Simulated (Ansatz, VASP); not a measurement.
## One calculation of CdS, two programs

The input INCAR:

```
  PREC = Accurate
  ENCUT = 520
  EDIFF = 1E-6
  ISMEAR = -1
  SIGMA = 0.01
  LREAL = False
  LASPH = True
  NELM = 60
  ALGO = Normal
  ISIF = 2
  LWAVE = False
  LCHARG = False
  GGA = PE
  NBANDS = 26
```

Contents of KPOINTS:

```
Automatic mesh
0
Gamma
  7 7 4
```

File POSCAR:

```
CdS
1.0
    4.1347992034      0.0000000000      0.0000000000
   -2.0673996017      3.5808411497      0.0000000000
    0.0000000000      0.0000000000      6.9514700000
Cd S
2 2
Direct
    0.3333333333      0.6666666667      0.0000000000
    0.6666666667      0.3333333333      0.5000000000
    0.3333333333      0.6666666667      0.3850000000
    0.6666666667      0.3333333333      0.8850000000
```

Input for Ansatz:

```yaml
crystal:
  lattice:
    - [4.1347992034, 0.0, 0.0]
    - [-2.0673996017, 3.5808411497, 0.0]
    - [0.0, 0.0, 6.95147]
  atoms:
    - { symbol: Cd, position: [0.3333333333, 0.6666666667, 0.0] }
    - { symbol: Cd, position: [0.6666666667, 0.3333333333, 0.5] }
    - { symbol: S, position: [0.3333333333, 0.6666666667, 0.385] }
    - { symbol: S, position: [0.6666666667, 0.3333333333, 0.885] }
kpoints:
  mp_grid: { grid: [7, 7, 4] }
  band_path:
    path:
      - [0.0, 0.0, 0.0]
      - [0.5, 0.0, 0.0]
      - [0.3333333333, 0.3333333333, 0.0]
      - [0.0, 0.0, 0.0]
      - [0.0, 0.0, 0.5]
      - [0.5, 0.0, 0.5]
      - [0.3333333333, 0.3333333333, 0.5]
      - [0.0, 0.0, 0.5]
      - [0.5, 0.0, 0.5]
    npoints: 5
scf:
  occupations: { method: fermi_dirac, width: 0.01 }
hamiltonian:
  xc: pbe
  pseudopotentials: { kind: all_electron, lapw: { basis_error: 0.001 } }
output:
  forces: true
  stress: true
  eigenvalues: true
```

Change from the starting cell: zz strain of +3 %.

Alike in both runs: task single point; functional PBE; k mesh 7 × 7 × 4; occupations fermi-dirac, width 0.01 eV; no spin polarisation.

```csv
,VASP,Ansatz
version,VASP 6.6.1,Ansatz 0.2.0
potentials or method,"VASP PAW PBE potentials, release 64 (Cd, S), cutoff 520 eV","all-electron LAPW, scalar-relativistic"
```

VASP gave:

| Item | Value |
| --- | --- |
| gap on the k mesh at the Fermi level (eV) | 1.13 |
| pressure (GPa) | 1.3 |
| traceless stress, the component that is largest in VASP (GPa) | -2.90 |
| rms of the force components (eV/Å) | 0.220 |

What did Ansatz give for the same quantities?

gap on the k mesh at the Fermi level (eV): 1.13; pressure (GPa): 1.1; traceless stress, the component that is largest in VASP (GPa): -2.82; rms of the force components (eV/Å): 0.212.

Atom by atom the forces differ by 0.007 eV/Å (rms over components). Ansatz ran all-electron here, and VASP with PAW potentials.
